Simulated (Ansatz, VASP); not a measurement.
**Two plane-wave programs on NaRu**

```
Na Ru
1.0
     2.44549    1.41190    1.99572
    -2.44549    1.41190    1.99572
     0.00000   -2.82381    1.99572
Na Ru
1 1
Direct
  0.50000 0.50000 0.50000
  0.00000 0.00000 0.00000
```

Alike in both runs: task single point; functional PBE; k mesh 6 × 6 × 6; occupations gaussian, width 0.1 eV; no spin polarisation.

```csv
,VASP,Ansatz
version,VASP 6.6.1,Ansatz 0.2.0
potentials or method,"VASP PAW PBE potentials, release 64 (Na_pv, Ru_pv), cutoff 520 eV","scalar-relativistic, plane waves, PAW"
valence electrons in the cell,21,25
```

|  | VASP | Ansatz | Ansatz less VASP |
| --- | --- | --- | --- |
| gap on the k mesh at the Fermi level (eV) | none | none | - |
| pressure (GPa) | -7.3 | -7.3 | +0.02 |

A gap of «none» marks a metal or a gap that the smearing closes. The functional is the same, so the differences come from potentials, cutoffs and numerics. VASP's potentials hold 21 valence electrons a cell and Ansatz's 25, so a difference there can come from the potentials and not from the codes.
